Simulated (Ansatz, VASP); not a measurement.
**One calculation of Ta, two programs**

File INCAR:

```
SYSTEM = Ta
  PREC = Accurate
  ENCUT = 520
  EDIFF = 1E-7
  ISMEAR = -1
  SIGMA = 0.08
  LREAL = .False.
  LASPH = .True.
  NELM = 100
  ALGO = Normal
  ISIF = 2
  LWAVE = .False.
  LCHARG = .True.
  GGA = PE
  LELF = .True.
  LVHAR = .True.
  NBANDS = 12
```

File KPOINTS:

```
Automatic mesh
0
Gamma
  14 14 14
  0 0 0
```

Contents of POSCAR:

```
Ta
1.0
    2.4137908502      0.0000000000      0.0000000000
    0.0000000000      2.4137908502      0.0000000000
    0.0000000000      0.0000000000      2.4137908502
Ta
1
Direct
    0.0000000000      0.0000000000      0.0000000000
```

Input for Ansatz:

```yaml
crystal:
  lattice:
    - [2.4137908502, 0.0, 0.0]
    - [0.0, 2.4137908502, 0.0]
    - [0.0, 0.0, 2.4137908502]
  atoms:
    - { symbol: Ta, position: [0.0, 0.0, 0.0] }
kpoints:
  mp_grid: { grid: [14, 14, 14] }
scf:
  occupations: { method: fermi_dirac, width: 0.08 }
hamiltonian:
  xc: pbe
  pseudopotentials: { kind: all_electron, lapw: { basis_error: 0.001 } }
output:
  forces: true
  stress: true
  eigenvalues: true
  populations: true
```

Change from the starting cell: volume scaled by 0.68, LAPW.

Alike in both runs: task single point; functional PBE; k mesh 14 × 14 × 14; occupations fermi-dirac, width 0.08 eV; no spin polarisation.

|  | VASP | Ansatz |
| --- | --- | --- |
| version | VASP 6.6.1 | Ansatz 0.2.0 |
| potentials or method | VASP PAW PBE potentials, release 64 (Ta_pv), cutoff 520 eV | all-electron LAPW, scalar-relativistic |

|  | VASP | Ansatz | Ansatz less VASP |
| --- | --- | --- | --- |
| pressure (GPa) | 118.1 | 114.7 | -3.38 |

Both programs put the cell under a high pressure, so it lies far from rest at this level. Ansatz ran all-electron here, and VASP with PAW potentials.

Spin-orbit coupling is off throughout. Noted on VASP's run: the cell as given lies far from equilibrium.
